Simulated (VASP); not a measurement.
Wanted: the native input for a VASP 6.6.1 run.

```yaml
Task: single point
Functional: r2SCAN
Potentials_or_basis: VASP PAW PBE potentials, release 64 (Mo_sv, Br)
Cutoff: 520 eV
k_mesh: 4 × 4 × 4
Occupations: gaussian, width 0.1 eV
Spin: no spin polarisation
Dipole_correction: no
Further_INCAR_settings: ALGO = Normal; EDIFF = 1e-06; NBANDS = 32
```

The system is Mo3Br.

```
CELL_PARAMETERS angstrom
4.04716 0.00000 0.00000
0.00000 4.04716 0.00000
0.00000 0.00000 4.04716
ATOMIC_POSITIONS crystal
Mo 0.00000 0.50000 0.50000
Mo 0.50000 0.00000 0.50000
Mo 0.50000 0.50000 0.00000
Br 0.00000 0.00000 0.00000
```

The input as run:

POSCAR

```
Mo3Br
1.0
    4.0471604025      0.0000000000      0.0000000000
    0.0000000000      4.0471604025      0.0000000000
    0.0000000000      0.0000000000      4.0471604025
Mo Br
3 1
Direct
    0.0000000000      0.5000000000      0.5000000000
    0.5000000000      0.0000000000      0.5000000000
    0.5000000000      0.5000000000      0.0000000000
    0.0000000000      0.0000000000      0.0000000000
```

INCAR.step1

```
SYSTEM = Mo3Br
PREC = Accurate ; ENCUT = 520
ISMEAR = 0 ; SIGMA = 0.1
LREAL = .FALSE. ; LASPH = .TRUE.
NELM = 80 ; NBANDS = 32
GGA = PE ; ALGO = Normal
EDIFF = 1E-4 ; LWAVE = .TRUE.
LCHARG = .FALSE.
```

INCAR.step2

```
SYSTEM = Mo3Br
PREC = Accurate ; ENCUT = 520
EDIFF = 1E-6 ; ISMEAR = 0
SIGMA = 0.1 ; LREAL = .FALSE.
LASPH = .TRUE. ; NELM = 80
ALGO = Normal ; ISIF = 2
LWAVE = .FALSE. ; LCHARG = .FALSE.
METAGGA = R2SCAN ; LMIXTAU = .TRUE.
NBANDS = 32 ; ISTART = 1
```

KPOINTS

```
Automatic mesh
0
G
  4 4 4
  0 0 0
```

Potentials or basis: VASP PAW PBE potentials, release 64 (Mo_sv, Br).

Launch:

```console
$ cat potpaw_PBE.64/Mo_sv/POTCAR potpaw_PBE.64/Br/POTCAR > POTCAR
$ cp INCAR.step1 INCAR
$ mpirun -np 1 vasp_std > vasp.out
$ cp INCAR.step2 INCAR
$ mpirun -np 1 vasp_std > vasp.out
```

Results of the run:

- Pressure: 0.5 GPa

Caveat: the k points lie up to 0.39 Å⁻¹ apart; the PAW data sets were made with another functional, which shifts forces and pressure a little; an odd number of electrons without spin polarisation forces a metal; a magnetic or distorted state may lie lower.

It took 86 s on 1 thread of Intel(R) Xeon(R) Platinum 8259CL CPU @ 2.50GHz (Skylake/Cascade Lake), with other jobs on the host, peak memory 0.18 GiB.
